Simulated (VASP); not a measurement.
# PbS (Pm-3m) in VASP: notebook

The runs below take PbS through single point, with PBE.

Everything below comes from runs of VASP 6.6.1. Logs are shortened: lines on timing, memory, paths and dates and some standing lists are left out, and cuts for length are marked.

## Step 1: The cell of the first run

The structure is cubic, space group Pm-3m (No. 221). The conventional cell has a = 3.654 Å, b = 3.654 Å, c = 3.654 Å, α = 90.00°, β = 90.00°, γ = 90.00°. Within 4.2 Å of Pb (site symmetry m-3m) lie 8 S at 3.16 Å and 6 Pb at 3.65 Å. Within 4.2 Å of S (site symmetry m-3m) lie 8 Pb at 3.16 Å and 6 S at 3.65 Å.

## Step 2: Single point, PBE

INCAR reads:

```
SYSTEM = PbS
PREC = Accurate ; ENCUT = 500
EDIFF = 1E-6 ; ISMEAR = 0
SIGMA = 0.1 ; LREAL = .False.
LASPH = .True. ; NELM = 120
ALGO = Normal ; ISIF = 2
LWAVE = .False. ; LCHARG = .True.
GGA = PE ; LELF = .True.
LVHAR = .True. ; NBANDS = 17
GGA_COMPAT = .False.
```

KPOINTS reads:

```
Automatic mesh
0
Gamma
  4 4 4
  0 0 0
```

POSCAR reads:

```
PbS
1.0
    3.6536590000      0.0000000000      0.0000000000
    0.0000000000      3.6536590000      0.0000000000
    0.0000000000      0.0000000000      3.6536590000
Pb S
1 1
Direct
    0.0000000000      0.0000000000      0.0000000000
    0.5000000000      0.5000000000      0.5000000000
```

Potentials or basis: VASP PAW PBE potentials, release 64 (Pb_d, S).

Run with:

```
$ cat potpaw_PBE.64/Pb_d/POTCAR potpaw_PBE.64/S/POTCAR > POTCAR
$ mpirun -np 1 vasp_std > vasp.out
```

OUTCAR:

```text
SYSTEM = PbS
   PREC = Accurate
   ENCUT = 500
   EDIFF = 1E-6
   ISMEAR = 0
   LREAL = .False.
   LASPH = .True.
   NELM = 120
   ISIF = 2
   GGA = PE

 ion  position               nearest neighbor table
   1  0.000  0.000  0.000-   2 3.16   2 3.16   2 3.16   2 3.16   2 3.16   2 3.16   2 3.16   2 3.16

   2  0.500  0.500  0.500-   1 3.16   1 3.16   1 3.16   1 3.16   1 3.16   1 3.16   1 3.16   1 3.16

  LATTYP: Found a simple cubic cell.
 ALAT       =     3.6536590000

  Lattice vectors:

 A1 = (   3.6536590000,   0.0000000000,   0.0000000000)
 A2 = (   0.0000000000,   3.6536590000,   0.0000000000)
 A3 = (   0.0000000000,   0.0000000000,   3.6536590000)

Analysis of symmetry for initial positions (statically):
=====================================================================
 Subroutine PRICEL returns:
 Original cell was already a primitive cell.

 Routine SETGRP: Setting up the symmetry group for a
 simple cubic supercell.

 Subroutine GETGRP returns: Found 48 space group operations
 (whereof 48 operations were pure point group operations)
 out of a pool of 48 trial point group operations.

The static configuration has the point symmetry O_h .

Analysis of symmetry for dynamics (positions and initial velocities):
=====================================================================
 Subroutine PRICEL returns:
 Original cell was already a primitive cell.

 Routine SETGRP: Setting up the symmetry group for a
 simple cubic supercell.

 Subroutine GETGRP returns: Found 48 space group operations
 (whereof 48 operations were pure point group operations)
 out of a pool of 48 trial point group operations.

The dynamic configuration has the point symmetry O_h .

 Subroutine INISYM returns: Found 48 space group operations
 (whereof 48 operations are pure point group operations),
 and found     1 'primitive' translations

----------------------------------------------------------------------------------------

                                     Primitive cell

  volume of cell :      48.7735

  direct lattice vectors                    reciprocal lattice vectors
     3.653659000  0.000000000  0.000000000     0.273698230  0.000000000  0.000000000
     0.000000000  3.653659000  0.000000000     0.000000000  0.273698230  0.000000000
     0.000000000  0.000000000  3.653659000     0.000000000  0.000000000  0.273698230

  length of vectors
     3.653659000  3.653659000  3.653659000     0.273698230  0.273698230  0.273698230

[... 64 lines left out ...]
   NELM   =    120;   NELMIN=  2; NELMDL= -5     # of ELM steps
   EDIFF  = 0.1E-05   stopping-criterion for ELM
   LREAL  =      F    real-space projection
   EDIFFG = 0.1E-04   stopping-criterion for IOM
   NSW    =      0    number of steps for IOM
   IBRION =     -1    ionic relax: 0-MD 1-quasi-New 2-CG
   NFREE  =      0    steps in history (QN), initial steepest desc. (CG)
   ISIF   =      2    stress and relaxation
   ISYM   =      2    0-nonsym 1-usesym 2-fastsym
   POTIM  = 0.5000    time-step for ionic-motion
   TEBEG  =    0.0;   TEEND  =   0.0 temperature during run
   PSTRESS=    0.0 pullay stress
   NELECT =      20.0000    total number of electrons
   NUPDOWN=      -1.0000    fix difference up-down
   EMIN   =  10.00;   EMAX   =-10.00  energy-range for DOS
   EFERMI =   0.00;   METHOD = LEGACY
   ISMEAR =     0;   SIGMA  =   0.10  broadening in eV -4-tet -1-fermi 0-gaus
   EFERMI_NEDOS =   21; number of points for ismear=-14 and -15
   IALGO  =     38    algorithm
   IMIX   =      4    mixing-type and parameters
     AMIX     =   0.40;   BMIX     =  1.00
     AMIX_MAG =   1.60;   BMIX_MAG =  1.00
  volume/ion in A,a.u.               =      24.39       164.57
  Fermi-wavevector in a.u.,A,eV,Ry     =   1.216252  2.298383 20.126668  1.479268
  Thomas-Fermi vector in A             =   2.351612
   LORBIT       =      0    0 simple, 1 ext, 2 COOP (PROOUT), +10 PAW based schemes
   GGA     = PE    functional components
   LHFCALC =     F    Hartree Fock is set to
   AEXX    =    0.0000 exact exchange contribution
   IVDW    =     0    specifies the selected vdW correction
   LEPSILON=     F    determine dielectric tensor
   LRPA    =     F    only Hartree local field effects (RPA)
 non-spin polarized calculation
 Gauss-broadening in eV      SIGMA  =   0.10
  energy-cutoff  :      500.00
  volume of cell :       48.77
 maximum number of plane-waves:      1250
 NGX is ok and might be reduce to    28
   NGX = 13   NGY = 13   NGZ = 13

 number of electron      19.9999995 magnetization

 Free energy of the ion-electron system (eV)
  ---------------------------------------------------
  ext. energy  EPLUGINS =         0.00000000
  ---------------------------------------------------
  free energy    TOTEN  =        -8.18254357 eV

  energy without entropy =       -8.17900286  energy(sigma->0) =       -8.18077322

 E-fermi :   5.9277     XC(G=0): -10.1693

 val. band max:        5.8482270527   @ k =   0.5000   0.5000   0.0000
 cond. band min:       5.9986443124   @ k =   0.5000   0.0000   0.0000
 fundamental gap:      0.1504172597
 Fermi energy:         5.9276794742

 k-point     1 :       0.0000    0.0000    0.0000
  band No.  band energies     occupation
      1     -10.8279      2.00000
      2     -10.8279      2.00000
      3     -10.6171      2.00000
      4     -10.6171      2.00000
      5     -10.6171      2.00000
      6      -7.0093      2.00000
[... 177 lines left out ...]
      4     -10.5662      2.00000
      5     -10.5662      2.00000
      6      -4.7211      2.00000
[... 9 lines left out ...]
     16      19.8291      0.00000
     17      22.5147      0.00000

------------------------ aborting loop because EDIFF is reached ----------------------------------------

  FORCE on cell =-STRESS in cart. coord.  units (eV):
  Direction    XX          YY          ZZ          XY          YZ          ZX
  --------------------------------------------------------------------------------------
  -------------------------------------------------------------------------------------
  Total       -0.1860125     -0.1860125     -0.1860125     -0.0000000     -0.0000000      0.0000000
  in kB       -6.1103848     -6.1103848     -6.1103848     -0.0000000     -0.0000000      0.0000000
  external PRESSURE =      -6.1103848 kB  Pullay stress =       0.0000000 kB

 VOLUME and BASIS-vectors are now :
 -----------------------------------------------------------------------------
  energy-cutoff  :      500.00
  volume of cell :       48.77
      direct lattice vectors                 reciprocal lattice vectors
     3.653659000  0.000000000  0.000000000     0.273698230  0.000000000  0.000000000
     0.000000000  3.653659000  0.000000000     0.000000000  0.273698230  0.000000000
     0.000000000  0.000000000  3.653659000     0.000000000  0.000000000  0.273698230

 POSITION                                       TOTAL-FORCE (eV/Angst)
 -----------------------------------------------------------------------------------
      0.00000      0.00000      0.00000         0.000000      0.000000      0.000000
      1.82683      1.82683      1.82683         0.000000      0.000000      0.000000
 -----------------------------------------------------------------------------------
    total drift:                               -0.000000      0.000000      0.000000

  FREE ENERGIE OF THE ION-ELECTRON SYSTEM (eV)
  ---------------------------------------------------
  free  energy   TOTEN  =        -8.1825435743 eV

  energy  without entropy=       -8.1790028562  energy(sigma->0) =       -8.18077322
```

Run time: 11 s. Hardware: 1 thread of Intel Xeon Platinum 8488C (Sapphire Rapids), shared host; peak memory 0.15 GiB.

What came out:

```
Free energy            : -8.1825 eV
Pressure               : -0.6 GPa
Band gap on the k mesh : zero (band 10 reaches 6.00 eV, above the bottom of band 11 at 5.64 eV)
```

Caveat: the k points lie up to 0.43 Å⁻¹ apart; spin-orbit coupling is left out, which moves the levels of the heavy elements.

## Step 3: Single point, PBE

INCAR reads:

```
  PREC = Accurate
  ENCUT = 500
  EDIFF = 1E-6
  ISMEAR = 0
  SIGMA = 0.077
  LREAL = F
  LASPH = T
  NELM = 120
  ALGO = Normal
  ISIF = 2
  LWAVE = F
  LCHARG = F
  GGA = PE
  NBANDS = 17
  GGA_COMPAT = F
```

KPOINTS reads:

```
Automatic mesh
0
Gamma
  4 4 4
```

POSCAR is that of step 2.

Potentials or basis: VASP PAW PBE potentials, release 64 (Pb_d, S).

Run with:

```
$ cat potpaw_PBE.64/Pb_d/POTCAR potpaw_PBE.64/S/POTCAR > POTCAR
$ mpirun -np 1 vasp_std > vasp.out
```

Run time: 8.9 s. Hardware: 1 thread of Intel Xeon Platinum 8488C (Sapphire Rapids), shared host; peak memory 0.15 GiB.

Results (log left out):

* Free energy: -8.1819 eV
* Pressure: -0.7 GPa
* Band gap on the k mesh: zero (band 10 reaches 6.00 eV, above the bottom of band 11 at 5.64 eV)

Levels at points of the mesh, in eV from the Fermi level:
| k point | band 7 | band 8 | band 9 | band 10 | band 11 | band 12 | band 13 | band 14 |
| --- | --- | --- | --- | --- | --- | --- | --- | --- |
| (0.00, 0.00, 0.00) | -6.55 | -1.39 | -1.39 | -1.39 | 5.68 | 5.68 | 6.70 | 6.70 |
| (0.50, 0.00, 0.00) | -8.82 | -0.27 | -0.27 | 0.07 | 0.51 | 4.12 | 4.12 | 6.92 |
| (0.50, 0.50, 0.00) | -7.09 | -4.24 | -4.24 | -0.08 | 4.38 | 4.38 | 6.09 | 7.40 |
| (0.50, 0.50, 0.50) | -5.80 | -2.18 | -2.18 | -2.18 | -0.28 | -0.28 | -0.28 | 13.90 |

Caveat: the k points lie up to 0.43 Å⁻¹ apart; spin-orbit coupling is left out, which moves the levels of the heavy elements.
